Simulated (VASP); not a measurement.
# Pt (Pm-3m) in VASP: single point with PBEsol

Aim: the single point of Pt with PBEsol.

Program: VASP 6.6.1. These are calculated values, not measurements. Logs are shortened: lines on timing, memory, paths and dates and some standing lists are left out, and cuts for length are marked.

## Step 1: The cell of the first run

It takes space group Pm-3m (No. 221, cubic). The conventional cell has a = 4.348 Å, b = 4.348 Å, c = 4.348 Å, α = 90.00°, β = 90.00°, γ = 90.00°. Within 4.0 Å of Pt (site symmetry 4/mmm) lie 8 Pt at 3.07 Å.

## Step 2: Single point, PBEsol

The input, INCAR:

```
SYSTEM = Pt
ALGO     = Normal         ! electronic algorithm
EDIFF    = 1E-6           ! SCF threshold, eV
ENCUT    = 500            ! plane-wave cutoff, eV
GGA      = PS             ! functional
GGA_COMPAT= .False.      
ISIF     = 2              ! what is computed and relaxed
ISMEAR   = 1              ! smearing method
LASPH    = .True.         ! aspherical terms in the spheres
LCHARG   = .True.         ! write CHGCAR
LELF     = .True.         ! ELF
LREAL    = .False.        ! projectors in reciprocal space
LVHAR    = .True.       
LWAVE    = .False.        ! write WAVECAR
NBANDS   = 22             ! bands
NELM     = 120            ! most SCF steps
PREC     = Accurate       ! precision mode
SIGMA    = 0.05           ! smearing width, eV
```

The input, KPOINTS:

```
k-points
0
Gamma
  5 5 5
  0 0 0
```

The input, POSCAR:

```
Pt
1.0
    4.3480430000      0.0000000000      0.0000000000
    0.0000000000      4.3480430000      0.0000000000
    0.0000000000      0.0000000000      4.3480430000
Pt
3
Direct
    0.0000000000      0.5000000000      0.5000000000
    0.5000000000      0.5000000000      0.0000000000
    0.5000000000      0.0000000000      0.5000000000
```

Potentials or basis: VASP PAW PBE potentials, release 64 (Pt).

On the command line:

```
cat potpaw_PBE.64/Pt/POTCAR > POTCAR
mpirun -np 1 vasp_std > vasp.out
```

OUTCAR:

```text
SYSTEM = Pt
   EDIFF = 1E-6
   ENCUT = 500
   GGA = PS
   ISIF = 2
   ISMEAR = 1
   LASPH = .True.
   LREAL = .False.
   NELM = 120
   PREC = Accurate

 ion  position               nearest neighbor table
   1  0.000  0.500  0.500-   2 3.07   3 3.07   2 3.07   3 3.07   2 3.07   3 3.07   2 3.07   3 3.07

   2  0.500  0.500  0.000-   1 3.07   3 3.07   1 3.07   3 3.07   3 3.07   3 3.07   1 3.07   1 3.07

   3  0.500  0.000  0.500-   1 3.07   2 3.07   2 3.07   1 3.07   2 3.07   2 3.07   1 3.07   1 3.07

  LATTYP: Found a simple cubic cell.
 ALAT       =     4.3480430000

  Lattice vectors:

 A1 = (   4.3480430000,   0.0000000000,   0.0000000000)
 A2 = (   0.0000000000,   4.3480430000,   0.0000000000)
 A3 = (   0.0000000000,   0.0000000000,   4.3480430000)

Analysis of symmetry for initial positions (statically):
=====================================================================
 Subroutine PRICEL returns:
 Original cell was already a primitive cell.

 Routine SETGRP: Setting up the symmetry group for a
 simple cubic supercell.

 Subroutine GETGRP returns: Found 48 space group operations
 (whereof 48 operations were pure point group operations)
 out of a pool of 48 trial point group operations.

The static configuration has the point symmetry O_h .

Analysis of symmetry for dynamics (positions and initial velocities):
=====================================================================
 Subroutine PRICEL returns:
 Original cell was already a primitive cell.

 Routine SETGRP: Setting up the symmetry group for a
 simple cubic supercell.

 Subroutine GETGRP returns: Found 48 space group operations
 (whereof 48 operations were pure point group operations)
 out of a pool of 48 trial point group operations.

The dynamic configuration has the point symmetry O_h .

 Subroutine INISYM returns: Found 48 space group operations
 (whereof 48 operations are pure point group operations),
 and found     1 'primitive' translations

----------------------------------------------------------------------------------------

                                     Primitive cell

  volume of cell :      82.2018

  direct lattice vectors                    reciprocal lattice vectors
     4.348043000  0.000000000  0.000000000     0.229988526  0.000000000  0.000000000
     0.000000000  4.348043000  0.000000000     0.000000000  0.229988526  0.000000000
     0.000000000  0.000000000  4.348043000     0.000000000  0.000000000  0.229988526

  length of vectors
     4.348043000  4.348043000  4.348043000     0.229988526  0.229988526  0.229988526

  position of ions in fractional coordinates (direct lattice)
     0.000000000  0.500000000  0.500000000
     0.500000000  0.500000000  0.000000000
     0.500000000  0.000000000  0.500000000

  ion indices of the primitive-cell ions
   primitive index   ion index
                 1           1
                 2           2
                 3           3

----------------------------------------------------------------------------------------

 KPOINTS: k-points

Automatic generation of k-mesh.
 Grid dimensions read from file:
 generate k-points for:    5    5    5

 Generating k-lattice:

  Cartesian coordinates                     Fractional coordinates (reciprocal lattice)
     0.045997705  0.000000000  0.000000000     0.200000000  0.000000000  0.000000000
     0.000000000  0.045997705  0.000000000     0.000000000  0.200000000  0.000000000
     0.000000000  0.000000000  0.045997705     0.000000000  0.000000000  0.200000000

  Length of vectors
     0.045997705  0.045997705  0.045997705

  Shift w.r.t. Gamma in fractional coordinates (k-lattice)
     0.000000000  0.000000000  0.000000000

 Subroutine IBZKPT returns following result:
 ===========================================

 Found     10 irreducible k-points:

 Following reciprocal coordinates:
            Coordinates               Weight
  0.000000  0.000000  0.000000      1.000000
  0.200000  0.000000  0.000000      6.000000
  0.400000  0.000000  0.000000      6.000000
  0.200000  0.200000  0.000000     12.000000
  0.400000  0.200000  0.000000     24.000000
  0.400000  0.400000  0.000000     12.000000
  0.200000  0.200000  0.200000      8.000000
  0.400000  0.200000  0.200000     24.000000
  0.400000  0.400000  0.200000     24.000000
  0.400000  0.400000  0.400000      8.000000
   k-points           NKPTS =     10   k-points in BZ     NKDIM =     10   number of bands    NBANDS=     22
   number of dos      NEDOS =    301   number of ions     NIONS =      3
   total plane-waves  NPLWV =  32768
   dimension x,y,z NGX =    32 NGY =   32 NGZ =   32
   dimension x,y,z NGXF=    64 NGYF=   64 NGZF=   64
   ions per type =               3
   NGX,Y,Z   is equivalent  to a cutoff of  12.24, 12.24, 12.24 a.u.
   NGXF,Y,Z  is equivalent  to a cutoff of  24.47, 24.47, 24.47 a.u.
 SYSTEM =  Pt
   PREC   = accura    normal or accurate (medium, high low for compatibility)
   ISTART =      0    job   : 0-new  1-cont  2-samecut
   ICHARG =      2    charge: 1-file 2-atom 10-const
   ISPIN  =      1    spin polarized calculation?
   LNONCOLLINEAR =      F non collinear calculations
   LSORBIT =      F    spin-orbit coupling
   LASPH  =      T    aspherical Exc in radial PAW
   ENCUT  =  500.0 eV  36.75 Ry    6.06 a.u.   7.93  7.93  7.93*2*pi/ulx,y,z
   NELM   =    120;   NELMIN=  2; NELMDL= -5     # of ELM steps
   EDIFF  = 0.1E-05   stopping-criterion for ELM
   LREAL  =      F    real-space projection
   EDIFFG = 0.1E-04   stopping-criterion for IOM
   NSW    =      0    number of steps for IOM
   IBRION =     -1    ionic relax: 0-MD 1-quasi-New 2-CG
   NFREE  =      0    steps in history (QN), initial steepest desc. (CG)
   ISIF   =      2    stress and relaxation
   ISYM   =      2    0-nonsym 1-usesym 2-fastsym
   POTIM  = 0.5000    time-step for ionic-motion
   TEBEG  =    0.0;   TEEND  =   0.0 temperature during run
   PSTRESS=    0.0 pullay stress
   NELECT =      30.0000    total number of electrons
   NUPDOWN=      -1.0000    fix difference up-down
   EMIN   =  10.00;   EMAX   =-10.00  energy-range for DOS
   EFERMI =   0.00;   METHOD = LEGACY
   ISMEAR =     1;   SIGMA  =   0.05  broadening in eV -4-tet -1-fermi 0-gaus
   EFERMI_NEDOS =   21; number of points for ismear=-14 and -15
   IALGO  =     38    algorithm
   IMIX   =      4    mixing-type and parameters
     AMIX     =   0.40;   BMIX     =  1.00
     AMIX_MAG =   1.60;   BMIX_MAG =  1.00
  volume/ion in A,a.u.               =      27.40       184.91
  Fermi-wavevector in a.u.,A,eV,Ry     =   1.169916  2.210821 18.622347  1.368704
  Thomas-Fermi vector in A             =   2.306382
   LORBIT       =      0    0 simple, 1 ext, 2 COOP (PROOUT), +10 PAW based schemes
   GGA     = PS    functional components
   LHFCALC =     F    Hartree Fock is set to
   AEXX    =    0.0000 exact exchange contribution
   IVDW    =     0    specifies the selected vdW correction
   LEPSILON=     F    determine dielectric tensor
   LRPA    =     F    only Hartree local field effects (RPA)
 non-spin polarized calculation
 Methfessel and Paxton  Order N= 1 SIGMA  =   0.05
  energy-cutoff  :      500.00
  volume of cell :       82.20
 maximum number of plane-waves:      2103
 NGX is ok and might be reduce to    32
   NGX = 15   NGY = 15   NGZ = 15

 number of electron      29.9999988 magnetization

 Free energy of the ion-electron system (eV)
  ---------------------------------------------------
  ext. energy  EPLUGINS =         0.00000000
  ---------------------------------------------------
  free energy    TOTEN  =       -15.49671858 eV

  energy without entropy =      -15.49586750  energy(sigma->0) =      -15.49643489

 E-fermi :   2.7686     XC(G=0): -10.1007

 val. band max:        2.7439400235   @ k =   0.4000   0.4000   0.4000
 cond. band min:       2.7821036453   @ k =   0.2000   0.2000   0.0000
 fundamental gap:      0.0381636218
 Fermi energy:         2.7685982199

 k-point     1 :       0.0000    0.0000    0.0000
  band No.  band energies     occupation
      1      -2.9699      2.00000
      2      -0.4713      2.00000
      3      -0.2981      2.00000
      4      -0.2981      2.00000
      5      -0.2981      2.00000
      6       0.0915      2.00000
[... 14 lines left out ...]
     21       8.7327      0.00000
     22      12.9678      0.00000

 k-point     2 :       0.2000    0.0000    0.0000
  band No.  band energies     occupation
      1      -2.6190      2.00000
      2      -0.2714      2.00000
      3      -0.2429      2.00000
      4      -0.1079      2.00000
      5      -0.1079      2.00000
      6       0.1318      2.00000
[... 14 lines left out ...]
     21      10.7550      0.00000
     22      13.3792      0.00000

 k-point     3 :       0.4000    0.0000    0.0000
  band No.  band energies     occupation
      1      -1.8027      2.00000
      2      -0.1444      2.00000
      3       0.0346      2.00000
      4       0.3913      2.00000
      5       0.4396      2.00000
      6       0.4396      2.00000
[... 14 lines left out ...]
     21      11.3570      0.00000
     22      12.2044      0.00000

 k-point     4 :       0.2000    0.2000    0.0000
  band No.  band energies     occupation
      1      -2.2866      2.00000
      2      -0.1546      2.00000
      3      -0.0717      2.00000
      4      -0.0018      2.00000
      5       0.0467      2.00000
      6       0.2698      2.00000
[... 14 lines left out ...]
     21      11.5116      0.00000
     22      12.2119      0.00000

 k-point     5 :       0.4000    0.2000    0.0000
  band No.  band energies     occupation
      1      -1.4931      2.00000
      2      -0.0192      2.00000
      3       0.1514      2.00000
      4       0.2726      2.00000
      5       0.5362      2.00000
      6       0.6211      2.00000
[... 67 lines left out ...]
 k-point     8 :       0.4000    0.2000    0.2000
  band No.  band energies     occupation
      1      -1.3233      2.00000
      2      -0.0683      2.00000
      3       0.2407      2.00000
      4       0.2638      2.00000
      5       0.5059      2.00000
      6       0.7785      2.00000
[... 14 lines left out ...]
     21       9.7517      0.00000
     22      12.4997      0.00000

 k-point     9 :       0.4000    0.4000    0.2000
  band No.  band energies     occupation
      1      -0.9088      2.00000
      2      -0.3455      2.00000
      3      -0.1374      2.00000
      4       0.5464      2.00000
      5       0.7644      2.00000
      6       0.7751      2.00000
[... 14 lines left out ...]
     21       9.8193      0.00000
     22      10.6105      0.00000

 k-point    10 :       0.4000    0.4000    0.4000
  band No.  band energies     occupation
      1      -0.9397      2.00000
      2      -0.6376      2.00000
      3      -0.6376      2.00000
      4       0.2534      2.00000
      5       0.8263      2.00000
      6       0.8264      2.00000
[... 14 lines left out ...]
     21       7.1887      0.00000
     22       8.3842      0.00000

------------------------ aborting loop because EDIFF is reached ----------------------------------------

  FORCE on cell =-STRESS in cart. coord.  units (eV):
  Direction    XX          YY          ZZ          XY          YZ          ZX
  --------------------------------------------------------------------------------------
  -------------------------------------------------------------------------------------
  Total      -15.3527364    -15.3527364    -15.3527364      0.0000000     -0.0000000      0.0000000
  in kB     -299.2367194   -299.2367194   -299.2367194      0.0000000     -0.0000000      0.0000000
  external PRESSURE =    -299.2367194 kB  Pullay stress =       0.0000000 kB

 VOLUME and BASIS-vectors are now :
 -----------------------------------------------------------------------------
  energy-cutoff  :      500.00
  volume of cell :       82.20
      direct lattice vectors                 reciprocal lattice vectors
     4.348043000  0.000000000  0.000000000     0.229988526  0.000000000  0.000000000
     0.000000000  4.348043000  0.000000000     0.000000000  0.229988526  0.000000000
     0.000000000  0.000000000  4.348043000     0.000000000  0.000000000  0.229988526

 POSITION                                       TOTAL-FORCE (eV/Angst)
 -----------------------------------------------------------------------------------
      0.00000      2.17402      2.17402         0.000000      0.000000      0.000000
      2.17402      2.17402      0.00000         0.000000      0.000000      0.000000
      2.17402      0.00000      2.17402         0.000000      0.000000      0.000000
 -----------------------------------------------------------------------------------
    total drift:                                0.000000     -0.000000     -0.000000

  FREE ENERGIE OF THE ION-ELECTRON SYSTEM (eV)
  ---------------------------------------------------
  free  energy   TOTEN  =       -15.4967185827 eV

  energy  without entropy=      -15.4958674977  energy(sigma->0) =      -15.49643489
```

Wall time 22 s (1 thread of Intel Xeon 8259CL, shared host); peak memory 0.18 GiB.

Results:

* Free energy: -15.4967 eV
* Pressure: -29.9 GPa
* Band gap on the k mesh: zero (band 15 reaches 3.28 eV, above the bottom of band 16 at 2.41 eV)

Levels at points of the mesh, in eV from the Fermi level:
```tsv
k point	band 13	band 14	band 15	band 16	band 17	band 18
(0.00, 0.00, 0.00)	0.35	0.51	0.51	0.51	3.90	3.90
```

Caveat: the PAW data sets were made with another functional, which shifts forces and pressure a little; spin-orbit coupling is left out, which moves the levels of the heavy elements.
